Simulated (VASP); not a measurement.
# Cs (Im-3m) in VASP: further runs

Cs is run at these levels: LDA; tasks: single point.

All numbers are computed with VASP 6.6.1; they aren't measurements. Logs are shortened: lines on timing, memory, paths and dates and some standing lists are left out, and cuts for length are marked.

**1. The cell of the first run**

Symmetry: Im-3m, No. 229, cubic system. The conventional cell has a = 5.768 Å, b = 5.768 Å, c = 5.768 Å, α = 90.00°, β = 90.00°, γ = 90.00°.

**2. Single point, LDA**

Contents of INCAR:

```
SYSTEM = Cs
PREC = Accurate
ENCUT = 520
EDIFF = 1E-6
ISMEAR = 1
SIGMA = 1.0
LREAL = .FALSE.
LASPH = .TRUE.
NELM = 100
ALGO = Normal
ISIF = 2
LWAVE = .FALSE.
LCHARG = .FALSE.
GGA = CA
NBANDS = 10
```

Contents of KPOINTS:

```
regular mesh
0
G
  8 8 8
  0 0 0
```

Contents of POSCAR:

```
Cs
1.0
   -2.8840810378      2.8840810378      2.8840810378
    2.8840810378     -2.8840810378      2.8840810378
    2.8840810378      2.8840810378     -2.8840810378
Cs
1
Direct
    0.0000000000      0.0000000000      0.0000000000
```

Potentials or basis: VASP PAW LDA potentials, release 64 (Cs_sv).

On the command line:

```sh
cat potpaw_LDA.64/Cs_sv/POTCAR > POTCAR
mpirun -np 1 vasp_std > vasp.out
```

OUTCAR:

```text
SYSTEM = Cs
   PREC = Accurate
   ENCUT = 520
   EDIFF = 1E-6
   ISMEAR = 1
   LREAL = .FALSE.
   LASPH = .TRUE.
   NELM = 100
   ISIF = 2
   GGA = CA

 ion  position               nearest neighbor table
   1  0.000  0.000  0.000-

  LATTYP: Found a body centered cubic cell.
 ALAT       =     5.7681620756

  Lattice vectors:

 A1 = (  -2.8840810378,   2.8840810378,   2.8840810378)
 A2 = (   2.8840810378,  -2.8840810378,   2.8840810378)
 A3 = (   2.8840810378,   2.8840810378,  -2.8840810378)

Analysis of symmetry for initial positions (statically):
=====================================================================
 Subroutine PRICEL returns:
 Original cell was already a primitive cell.

 Routine SETGRP: Setting up the symmetry group for a
 body centered cubic supercell.

 Subroutine GETGRP returns: Found 48 space group operations
[... 9 lines left out ...]

 Routine SETGRP: Setting up the symmetry group for a
 body centered cubic supercell.

 Subroutine GETGRP returns: Found 48 space group operations
 (whereof 48 operations were pure point group operations)
 out of a pool of 48 trial point group operations.

The dynamic configuration has the point symmetry O_h .

 Subroutine INISYM returns: Found 48 space group operations
 (whereof 48 operations are pure point group operations),
 and found     1 'primitive' translations

----------------------------------------------------------------------------------------

                                     Primitive cell

  volume of cell :      95.9583

  direct lattice vectors                    reciprocal lattice vectors
    -2.884081038  2.884081038  2.884081038     0.000000000  0.173365448  0.173365448
     2.884081038 -2.884081038  2.884081038     0.173365448  0.000000000  0.173365448
     2.884081038  2.884081038 -2.884081038     0.173365448  0.173365448  0.000000000

  length of vectors
     4.995374891  4.995374891  4.995374891     0.245175767  0.245175767  0.245175767

  position of ions in fractional coordinates (direct lattice)
     0.000000000  0.000000000  0.000000000

  ion indices of the primitive-cell ions
   primitive index   ion index
                 1           1

----------------------------------------------------------------------------------------

 KPOINTS: regular mesh

Automatic generation of k-mesh.
 Grid dimensions read from file:
 generate k-points for:    8    8    8

 Generating k-lattice:

  Cartesian coordinates                     Fractional coordinates (reciprocal lattice)
     0.000000000  0.021670681  0.021670681     0.125000000  0.000000000  0.000000000
     0.021670681  0.000000000  0.021670681     0.000000000  0.125000000  0.000000000
     0.021670681  0.021670681  0.000000000     0.000000000  0.000000000  0.125000000

  Length of vectors
     0.030646971  0.030646971  0.030646971

  Shift w.r.t. Gamma in fractional coordinates (k-lattice)
     0.000000000  0.000000000  0.000000000

 Subroutine IBZKPT returns following result:
 ===========================================

 Found     29 irreducible k-points:

 Following reciprocal coordinates:
            Coordinates               Weight
  0.000000  0.000000  0.000000      1.000000
  0.125000  0.000000  0.000000     12.000000
  0.250000  0.000000  0.000000     12.000000
  0.375000  0.000000  0.000000     12.000000
  0.500000  0.000000  0.000000      6.000000
  0.125000  0.125000  0.000000     24.000000
[... 16 lines left out ...]
 -0.250000  0.250000  0.250000      6.000000
 -0.375000  0.375000  0.250000     24.000000
 [... further k-points ...]
   k-points           NKPTS =     29   k-points in BZ     NKDIM =     29   number of bands    NBANDS=     10
   number of dos      NEDOS =    301   number of ions     NIONS =      1
   total plane-waves  NPLWV =  64000
   dimension x,y,z NGX =    40 NGY =   40 NGZ =   40
   dimension x,y,z NGXF=    80 NGYF=   80 NGZF=   80
   ions per type =               1
   NGX,Y,Z   is equivalent  to a cutoff of  13.31, 13.31, 13.31 a.u.
   NGXF,Y,Z  is equivalent  to a cutoff of  26.62, 26.62, 26.62 a.u.
 SYSTEM =  Cs
   PREC   = accura    normal or accurate (medium, high low for compatibility)
   ISTART =      0    job   : 0-new  1-cont  2-samecut
   ICHARG =      2    charge: 1-file 2-atom 10-const
   ISPIN  =      1    spin polarized calculation?
   LNONCOLLINEAR =      F non collinear calculations
   LSORBIT =      F    spin-orbit coupling
   LASPH  =      T    aspherical Exc in radial PAW
   ENCUT  =  520.0 eV  38.22 Ry    6.18 a.u.   9.29  9.29  9.29*2*pi/ulx,y,z
   NELM   =    100;   NELMIN=  2; NELMDL= -5     # of ELM steps
   EDIFF  = 0.1E-05   stopping-criterion for ELM
   LREAL  =      F    real-space projection
   EDIFFG = 0.1E-04   stopping-criterion for IOM
   NSW    =      0    number of steps for IOM
   IBRION =     -1    ionic relax: 0-MD 1-quasi-New 2-CG
   NFREE  =      0    steps in history (QN), initial steepest desc. (CG)
   ISIF   =      2    stress and relaxation
   ISYM   =      2    0-nonsym 1-usesym 2-fastsym
   POTIM  = 0.5000    time-step for ionic-motion
   TEBEG  =    0.0;   TEEND  =   0.0 temperature during run
   PSTRESS=    0.0 pullay stress
   NELECT =       9.0000    total number of electrons
   NUPDOWN=      -1.0000    fix difference up-down
   EMIN   =  10.00;   EMAX   =-10.00  energy-range for DOS
   EFERMI =   0.00;   METHOD = LEGACY
   ISMEAR =     1;   SIGMA  =   1.00  broadening in eV -4-tet -1-fermi 0-gaus
   EFERMI_NEDOS =   21; number of points for ismear=-14 and -15
   IALGO  =     38    algorithm
   IMIX   =      4    mixing-type and parameters
     AMIX     =   0.40;   BMIX     =  1.00
     AMIX_MAG =   1.60;   BMIX_MAG =  1.00
  volume/ion in A,a.u.               =      95.96       647.56
  Fermi-wavevector in a.u.,A,eV,Ry     =   0.743809  1.405596  7.527452  0.553252
  Thomas-Fermi vector in A             =   1.839012
   LORBIT       =      0    0 simple, 1 ext, 2 COOP (PROOUT), +10 PAW based schemes
   GGA     = CA    functional components
   LHFCALC =     F    Hartree Fock is set to
   AEXX    =    0.0000 exact exchange contribution
   IVDW    =     0    specifies the selected vdW correction
   LEPSILON=     F    determine dielectric tensor
   LRPA    =     F    only Hartree local field effects (RPA)
 non-spin polarized calculation
 Methfessel and Paxton  Order N= 1 SIGMA  =   1.00
  energy-cutoff  :      520.00
  volume of cell :       95.96
 maximum number of plane-waves:      2616
 NGX is ok and might be reduce to    40
   NGX = 19   NGY = 19   NGZ = 19

 number of electron       8.9999998 magnetization

 Free energy of the ion-electron system (eV)
  ---------------------------------------------------
  ext. energy  EPLUGINS =         0.00000000
  ---------------------------------------------------
  free energy    TOTEN  =        -0.98635612 eV

  energy without entropy =       -1.02556324  energy(sigma->0) =       -0.99942516

 E-fermi :   0.7879     XC(G=0):  -6.0312

 val. band max:        0.7617602365   @ k =   0.3750   0.1250   0.0000
 cond. band min:       0.8340661299   @ k =   0.2500   0.2500   0.0000
 fundamental gap:      0.0723058934
 Fermi energy:         0.7879167494

 k-point     1 :       0.0000    0.0000    0.0000
  band No.  band energies     occupation
      1     -22.9659      2.00000
      2      -9.6595      2.00000
      3      -9.6595      2.00000
      4      -9.6595      2.00000
      5      -1.0994      2.02262
      6       3.2969     -0.00222
      7       3.2969     -0.00222
      8       3.2969     -0.00222
      9       4.3351     -0.00001
     10       4.3351     -0.00001

 k-point     2 :       0.1250    0.0000    0.0000
  band No.  band energies     occupation
      1     -22.9636      2.00000
      2      -9.6993      2.00000
      3      -9.6719      2.00000
      4      -9.6597      2.00000
      5      -0.8907      2.03898
      6       3.0979     -0.00519
      7       3.1114     -0.00491
      8       3.5100     -0.00081
      9       4.0905     -0.00003
     10       4.3059     -0.00001

 k-point     3 :       0.2500    0.0000    0.0000
  band No.  band energies     occupation
      1     -22.9580      2.00000
      2      -9.7921      2.00000
      3      -9.7014      2.00000
      4      -9.6602      2.00000
      5      -0.3308      2.06693
      6       2.5320     -0.03334
      7       2.7270     -0.01937
      8       4.1319     -0.00002
      9       4.1539     -0.00002
     10       4.3392     -0.00001

 k-point     4 :       0.3750    0.0000    0.0000
  band No.  band energies     occupation
      1     -22.9523      2.00000
      2      -9.8807      2.00000
      3      -9.7304      2.00000
      4      -9.6607      2.00000
      5       0.3547      1.66247
      6       2.0722     -0.06991
      7       2.4415     -0.04122
      8       4.2839     -0.00001
      9       4.5698     -0.00000
     10       5.1047     -0.00000
[... 222 lines left out ...]
 k-point    22 :       0.2500    0.2500    0.2500
  band No.  band energies     occupation
      1     -22.9490      2.00000
      2      -9.7872      2.00000
      3      -9.7872      2.00000
      4      -9.7872      2.00000
      5       1.8336     -0.05848
      6       1.8336     -0.05848
      7       1.8336     -0.05848
      8       3.5787     -0.00057
      9       4.9466     -0.00000
     10       4.9466     -0.00000

 k-point    23 :      -0.2500    0.2500    0.2500
  band No.  band energies     occupation
      1     -22.9509      2.00000
      2      -9.7970      2.00000
      3      -9.7467      2.00000
      4      -9.7467      2.00000
      5       0.3425      1.67734
      6       2.2677     -0.05709
      7       3.1166     -0.00481
      8       3.1166     -0.00481
      9       4.1678     -0.00002
     10       4.4554     -0.00000

 k-point    24 :      -0.3750    0.3750    0.2500
  band No.  band energies     occupation
      1     -22.9460      2.00000
      2      -9.8506      2.00000
      3      -9.7781      2.00000
      4      -9.7544      2.00000
      5       0.9439      0.73953
      6       1.8072     -0.05403
      7       3.1080     -0.00498
      8       3.1634     -0.00397
      9       4.1576     -0.00002
     10       4.9081     -0.00000

 [... further k-points ...]
[... 5 lines left out ...]
  --------------------------------------------------------------------------------------
  -------------------------------------------------------------------------------------
  Total       -0.0463276     -0.0463276     -0.0463276     -0.0000000      0.0000000      0.0000000
  in kB       -0.7735135     -0.7735135     -0.7735135     -0.0000000      0.0000000      0.0000000
  external PRESSURE =      -0.7735135 kB  Pullay stress =       0.0000000 kB

 VOLUME and BASIS-vectors are now :
 -----------------------------------------------------------------------------
  energy-cutoff  :      520.00
  volume of cell :       95.96
      direct lattice vectors                 reciprocal lattice vectors
    -2.884081038  2.884081038  2.884081038     0.000000000  0.173365448  0.173365448
     2.884081038 -2.884081038  2.884081038     0.173365448  0.000000000  0.173365448
     2.884081038  2.884081038 -2.884081038     0.173365448  0.173365448  0.000000000

 POSITION                                       TOTAL-FORCE (eV/Angst)
 -----------------------------------------------------------------------------------
      0.00000      0.00000      0.00000         0.000000      0.000000      0.000000
 -----------------------------------------------------------------------------------
    total drift:                               -0.000000      0.000000     -0.000000

  FREE ENERGIE OF THE ION-ELECTRON SYSTEM (eV)
  ---------------------------------------------------
  free  energy   TOTEN  =        -0.9863561175 eV

  energy  without entropy=       -1.0255632374  energy(sigma->0) =       -0.99942516
```

Run time: 14 s. Hardware: 1 thread of Intel Xeon Platinum 8488C (Sapphire Rapids), shared host; peak memory 0.19 GiB.

What came out:

- Free energy: -0.9864 eV
- Pressure: -0.1 GPa

Levels at points of the mesh, in eV from the Fermi level:
| k point | band 3 | band 4 | band 5 | band 6 | band 7 | band 8 |
| --- | --- | --- | --- | --- | --- | --- |
| (0.00, 0.00, 0.00) | -10.45 | -10.45 | -1.89 | 2.51 | 2.51 | 2.51 |
| (0.50, 0.00, 0.00) | -10.53 | -10.45 | -0.09 | 1.15 | 1.55 | 3.41 |
| (0.50, 0.50, 0.50) | -10.63 | -10.63 | 0.47 | 0.47 | 3.51 | 3.51 |

Caveat: spin-orbit coupling is left out, which moves the levels of the heavy elements.

**3. Single point, LDA (volume scaled by 0.88)**

Contents of INCAR:

```
PREC     = Accurate       # precision mode
ENCUT    = 520            # plane-wave cutoff, eV
EDIFF    = 1E-6           # SCF threshold, eV
ISMEAR   = -1             # smearing method
SIGMA    = 0.1            # smearing width, eV
LREAL    = F              # projectors in reciprocal space
LASPH    = T              # aspherical terms in the spheres
NELM     = 100            # most SCF steps
ALGO     = Normal         # electronic algorithm
ISIF     = 2              # what is computed and relaxed
LWAVE    = F              # write WAVECAR
LCHARG   = T              # write CHGCAR
LELF     = T              # ELF
LVHAR    = T            
NBANDS   = 10             # bands
```

Contents of KPOINTS:

```
Automatic mesh
0
Gamma
  13 13 13
```

Contents of POSCAR:

```
Cs
1.0
   -2.7637686300      2.7637686300      2.7637686300
    2.7637686300     -2.7637686300      2.7637686300
    2.7637686300      2.7637686300     -2.7637686300
Cs
1
Direct
    0.0000000000      0.0000000000      0.0000000000
```

Potentials or basis: VASP PAW LDA potentials, release 64 (Cs_sv).

On the command line:

```sh
cat potpaw_LDA.64/Cs_sv/POTCAR > POTCAR
mpirun -np 1 vasp_std > vasp.out
```

Run time: 17 s. Hardware: 1 thread of Intel Xeon 6975P-C, shared host; peak memory 0.21 GiB.

It converged, with:

- Free energy: -1.0021 eV
- Pressure: 0.4 GPa

Levels at points of the mesh, in eV from the Fermi level:
| k point | band 2 | band 3 | band 4 | band 5 | band 6 | band 7 | band 8 | band 9 |
| --- | --- | --- | --- | --- | --- | --- | --- | --- |
| (0.00, 0.00, 0.00) | -10.32 | -10.32 | -10.32 | -1.99 | 2.61 | 2.61 | 2.61 | 3.77 |

Caveat: spin-orbit coupling is left out, which moves the levels of the heavy elements.

**4. Single point, LDA (volume scaled by 0.92)**

Contents of INCAR:

```
SYSTEM = Cs
ALGO = Normal
EDIFF = 1E-6
ENCUT = 520
GGA = CA
ISIF = 2
ISMEAR = -1
LASPH = .True.
LCHARG = .False.
LREAL = .False.
LWAVE = .False.
NBANDS = 10
NELM = 80
PREC = Accurate
SIGMA = 0.1
```

Contents of KPOINTS:

```
k-points
0
Gamma
  13 13 13
  0 0 0
```

Contents of POSCAR:

```
Cs
1.0
   -2.8050249905      2.8050249905      2.8050249905
    2.8050249905     -2.8050249905      2.8050249905
    2.8050249905      2.8050249905     -2.8050249905
Cs
1
Direct
    0.0000000000      0.0000000000      0.0000000000
```

On the command line:

```sh
cat potpaw_LDA.64/Cs_sv/POTCAR > POTCAR
mpirun -np 1 vasp_std > vasp.out
```

It took 17 s on 1 thread of Intel Xeon 6975P-C, shared host; peak memory 0.21 GiB.

It converged, with:

```yaml
Free_energy: -1.0093 eV
Pressure: 0.2 GPa
```

Levels at points of the mesh, in eV from the Fermi level:
```csv
k point,band 3,band 4,band 5,band 6,band 7,band 8
"(0.00, 0.00, 0.00)",-10.35,-10.35,-1.94,2.58,2.58,2.58
```

Caveat: spin-orbit coupling is left out, which moves the levels of the heavy elements.

**5. Single point, LDA (volume scaled by 0.96)**

Contents of INCAR:

```
ALGO = Normal
EDIFF = 1E-6
ENCUT = 520
GGA = CA
ISIF = 2
ISMEAR = -1
LASPH = T
LCHARG = F
LREAL = F
LWAVE = F
NBANDS = 10
NELM = 80
PREC = Accurate
SIGMA = 0.1
```

Contents of KPOINTS:

```
k-points
0
Gamma
  13 13 13
```

Contents of POSCAR:

```
Cs
1.0
   -2.8451021907      2.8451021907      2.8451021907
    2.8451021907     -2.8451021907      2.8451021907
    2.8451021907      2.8451021907     -2.8451021907
Cs
1
Direct
    0.0000000000      0.0000000000      0.0000000000
```

On the command line:

```sh
cat potpaw_LDA.64/Cs_sv/POTCAR > POTCAR
mpirun -np 1 vasp_std > vasp.out
```

It took 31 s on 1 thread of Intel Xeon 6975P-C, shared host; peak memory 0.23 GiB.

The run converged. Its results:

| Property | Result |
| --- | --- |
| Free energy | -1.0132 eV |
| Pressure | 0.1 GPa |

Levels at points of the mesh, in eV from the Fermi level:
```
           k point  band 1  band 2  band 3  band 4  band 5  band 6  band 7  band 8  band 9  band 10
(0.00, 0.00, 0.00)  -23.70  -10.38  -10.38  -10.38   -1.90    2.56    2.56    2.56    3.64     3.64
```

Caveat: spin-orbit coupling is left out, which moves the levels of the heavy elements.

**6. Single point, LDA**

Edit INCAR of step 5 so:

```diff
@@ -11,3 +11,3 @@
 NBANDS = 10
-NELM = 80
+NELM = 60
 PREC = Accurate
```

KPOINTS is that of step 5.

Contents of POSCAR:

```
Cs
1.0
   -2.8840810370      2.8840810370      2.8840810370
    2.8840810370     -2.8840810370      2.8840810370
    2.8840810370      2.8840810370     -2.8840810370
Cs
1
Direct
    0.0000000000      0.0000000000      0.0000000000
```

Potentials or basis: VASP PAW LDA potentials, release 64 (Cs_sv).

On the command line:

```sh
cat potpaw_LDA.64/Cs_sv/POTCAR > POTCAR
mpirun -np 1 vasp_std > vasp.out
```

It took 29 s on 1 thread of Intel Xeon 6975P-C, shared host; peak memory 0.23 GiB.

It converged, with:

| Item | Value |
| --- | --- |
| Free energy | -1.0143 eV |
| Pressure | 0.0 GPa |

Levels at points of the mesh, in eV from the Fermi level:
| k point | band 1 | band 2 | band 3 | band 4 | band 5 | band 6 | band 7 | band 8 | band 9 | band 10 |
| --- | --- | --- | --- | --- | --- | --- | --- | --- | --- | --- |
| (0.00, 0.00, 0.00) | -23.72 | -10.41 | -10.41 | -10.41 | -1.86 | 2.53 | 2.53 | 2.53 | 3.58 | 3.58 |

Caveat: spin-orbit coupling is left out, which moves the levels of the heavy elements.

**7. Summary**

| cell | k mesh | smearing | gap on the mesh (eV) | pressure (GPa) |
| --- | --- | --- | --- | --- |
| a = 4.995 Å, angles 109.5°, 1 atom | 8 × 8 × 8 | methfessel-paxton 1 eV | none | -0.1 |
| a = 4.787 Å, angles 109.5°, 1 atom | 13 × 13 × 13 | fermi-dirac 0.1 eV | none | 0.4 |
| a = 4.858 Å, angles 109.5°, 1 atom | 13 × 13 × 13 | fermi-dirac 0.1 eV | none | 0.2 |
| a = 4.928 Å, angles 109.5°, 1 atom | 13 × 13 × 13 | fermi-dirac 0.1 eV | none | 0.1 |
| a = 4.995 Å, angles 109.5°, 1 atom | 13 × 13 × 13 | fermi-dirac 0.1 eV | none | 0.0 |

Alike in all rows: task single point; level LDA; potentials or basis VASP PAW LDA potentials, release 64 (Cs_sv); no spin polarisation; cutoff (eV) 520.

Caveats: spin-orbit coupling is left out, which moves the levels of the heavy elements.

Total energies depend on the potentials used, so only differences within one code and one set of settings carry meaning.
